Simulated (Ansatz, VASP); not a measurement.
**CdTe: VASP beside Ansatz**

```
Cd Te
1.0
     0.00000    2.84187    2.84187
     2.84187    0.00000    2.84187
     2.84187    2.84187    0.00000
Cd Te
1 1
Cartesian
  0.0000 0.0000 0.0000
  2.8419 2.8419 2.8419
```

Change from the starting cell: volume scaled by 0.88, crystal datasets.

Alike in both runs: task single point; functional LDA; k mesh 13 × 13 × 13; occupations fermi-dirac, width 0.05 eV; no spin polarisation.

|  | VASP | Ansatz |
| --- | --- | --- |
| version | VASP 6.6.1 | Ansatz 0.2.0 |
| potentials or method | VASP PAW LDA potentials, release 64 (Cd, Te), cutoff 500 eV | all-electron PAW with datasets made for the crystal, scalar-relativistic |

Ansatz gave:

| Item | Value |
| --- | --- |
| pressure (GPa) | 10.9 |

Q: Estimate VASP's values.

A: Pressure (GPa): 11.6.

LDA's correlation is that of Perdew and Zunger in VASP and of Perdew and Wang (1992) in Ansatz. Ansatz ran all-electron here, and VASP with PAW potentials.

Spin-orbit coupling is off throughout.
